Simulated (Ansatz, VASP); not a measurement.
**One calculation of Mo2W, two programs**

```
Mo W
1.0
     4.64962    0.00000    0.00000
    -2.32481    4.02668    0.00000
     0.00000    0.00000    2.84730
Mo W
2 1
Direct
  0.33333 0.66667 0.33333
  0.66667 0.33333 0.66667
  0.00000 0.00000 0.00000
```

Alike in both runs: task single point; functional PBE; k mesh 6 × 6 × 6; occupations gaussian, width 0.1 eV; no spin polarisation.

|  | VASP | Ansatz |
| --- | --- | --- |
| version | VASP 6.6.1 | Ansatz 0.2.0 |
| potentials or method | VASP PAW PBE potentials, release 64 (Mo_sv, W_sv), cutoff 520 eV | scalar-relativistic, plane waves, PAW |
| valence electrons in the cell | 42 | 42 |

```tsv
	VASP	Ansatz	Ansatz less VASP
gap on the k mesh at the Fermi level (eV)	none	none	-
pressure (GPa)	-23.8	-24.1	-0.28
traceless stress, the component that is largest in VASP (GPa)	-1.05	-1.05	-0.003
rms of the force components (eV/Å)	0.009	0.009	-0.0005
```

Atom by atom the forces differ by 0.000 eV/Å (rms over components). A gap of «none» marks a metal or a gap that the smearing closes.

The k mesh is coarse, so the values compare programs but aren't converged. Neither program's run includes spin-orbit coupling.
